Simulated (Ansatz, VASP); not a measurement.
## Ni in VASP and in Ansatz

INCAR

```
  PREC = Accurate
  ENCUT = 590
  EDIFF = 1E-6
  ISMEAR = 0
  SIGMA = 0.1
  LREAL = False
  LASPH = True
  NELM = 200
  ALGO = Normal
  ISIF = 2
  LWAVE = False
  LCHARG = True
  ISPIN = 2
  MAGMOM = 2 2 2 2
  LORBIT = 11
  LMAXMIX = 4
  GGA = PE
  LELF = True
  LVHAR = True
  NBANDS = 48
  GGA_COMPAT = False
```

File KPOINTS:

```
Automatic mesh
0
Gamma
  6 6 6
```

File POSCAR:

```
Ni
1.0
    1.3821097241     -4.3843359827      0.0000000000
    1.3821097241      4.3843359827      0.0000000000
    0.0000000000      0.0000000000      3.6577888770
Ni
4
Direct
    0.0980000000      0.9020000000      0.9100000000
    0.5980000000      0.4020000000      0.5900000000
    0.9020000000      0.0980000000      0.0900000000
    0.4020000000      0.5980000000      0.4100000000
```

Input for Ansatz:

```yaml
crystal:
  lattice:
    - [1.3821097241, -4.3843359827, 0.0]
    - [1.3821097241, 4.3843359827, 0.0]
    - [0.0, 0.0, 3.657788877]
  atoms:
    - { symbol: Ni, position: [0.098, 0.902, 0.91], spin: 2.0 }
    - { symbol: Ni, position: [0.598, 0.402, 0.59], spin: 2.0 }
    - { symbol: Ni, position: [0.902, 0.098, 0.09], spin: 2.0 }
    - { symbol: Ni, position: [0.402, 0.598, 0.41], spin: 2.0 }
basis:
  ecutwfc: 420
kpoints:
  mp_grid: { grid: [6, 6, 6] }
hamiltonian:
  xc: pbe
scf:
  occupations: { method: gaussian, width: 0.1 }
  lower_state_search: "off"
output:
  forces: true
  stress: true
  eigenvalues: true
  populations: true
magnetization:
  spin_polarized: true
```

Alike in both runs: task single point; functional PBE; k mesh 6 × 6 × 6; occupations gaussian, width 0.1 eV; collinear spin.

```csv
,VASP,Ansatz
version,VASP 6.6.1,Ansatz 0.2.0
potentials or method,"VASP PAW PBE potentials, release 64 (Ni_sv_GW), cutoff 590 eV","scalar-relativistic, plane waves, PAW"
valence electrons in the cell,72,72
```

Ansatz gave:

| Property | Result |
| --- | --- |
| gap on the k mesh at the Fermi level (eV) | none |
| rms of the force components (eV/Å) | 7.709 |
| net moment per atom (μB) | 0.70 |
| size of the moment on the site where the two differ most (μB) | 0.69 |

Estimate VASP's values.

gap on the k mesh at the Fermi level (eV): none; rms of the force components (eV/Å): 7.816; net moment per atom (μB): 0.71; size of the moment on the site where the two differ most (μB): 0.70.

Site moments also hang on the region over which each program counts them. Atom by atom the forces differ by 0.107 eV/Å (rms over components). A gap of «none» marks a metal or a gap that the smearing closes.

The k mesh is coarse, so the values compare programs but aren't converged.
